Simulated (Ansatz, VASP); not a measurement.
# Two plane-wave programs on Fe

Contents of INCAR:

```
  ALGO = Normal
  EDIFF = 1E-6
  ENCUT = 520
  GGA = PE
  ISIF = 2
  ISMEAR = 0
  ISPIN = 2
  LASPH = True
  LCHARG = True
  LELF = True
  LMAXMIX = 4
  LORBIT = 11
  LREAL = False
  LVHAR = True
  LWAVE = False
  MAGMOM = 3
  NBANDS = 14
  NELM = 150
  PREC = Accurate
  SIGMA = 0.020999999999999998
```

The input KPOINTS:

```
k-points
0
Gamma
  13 13 13
```

File POSCAR:

```
Fe
1.0
   -1.4430000000      1.4430000000      1.4430000000
    1.4430000000     -1.4430000000      1.4430000000
    1.4430000000      1.4430000000     -1.4430000000
Fe
1
Direct
    0.0000000000      0.0000000000      0.0000000000
```

The input input.yaml:

```yaml
crystal:
  lattice:
    - [-1.443, 1.443, 1.443]
    - [1.443, -1.443, 1.443]
    - [1.443, 1.443, -1.443]
  atoms:
    - { symbol: Fe, position: [0.0, 0.0, 0.0], spin: 3.0 }
hamiltonian:
  xc: pbe
  pseudopotentials: { kind: paw }
magnetization:
  spin_polarized: true
kpoints:
  mp_grid: { grid: [13, 13, 13] }
scf:
  occupations: { method: gaussian, width: 0.021 }
output:
  forces: true
  stress: true
  eigenvalues: true
  write_density: true
  write_potential: true
  elf: true
  volumetric_format: npy
```

Alike in both runs: task single point; functional PBE; k mesh 13 × 13 × 13; occupations gaussian, width 0.021 eV; collinear spin.

```csv
,VASP,Ansatz
version,VASP 6.6.1,Ansatz 0.2.0
potentials or method,"VASP PAW PBE potentials, release 64 (Fe)",Ansatz PAW
plane-wave cutoff (eV),520,420
valence electrons in the cell,8,16
```

```csv
,VASP,Ansatz,Ansatz less VASP
gap on the k mesh at the Fermi level (eV),none,none,-
pressure (GPa),-9.5,-9.6,-0.08
net moment per atom (μB),2.28,2.25,-0.031
size of the moment on the site where the two differ most (μB),2.29,2.31,+0.019
```

Site moments also hang on the region over which each program counts them. A gap of «none» marks a metal or a gap that the smearing closes. The functional is the same, so the differences come from potentials, cutoffs and numerics. VASP's potentials hold 8 valence electrons a cell and Ansatz's 16, so a difference there can come from the potentials and not from the codes.
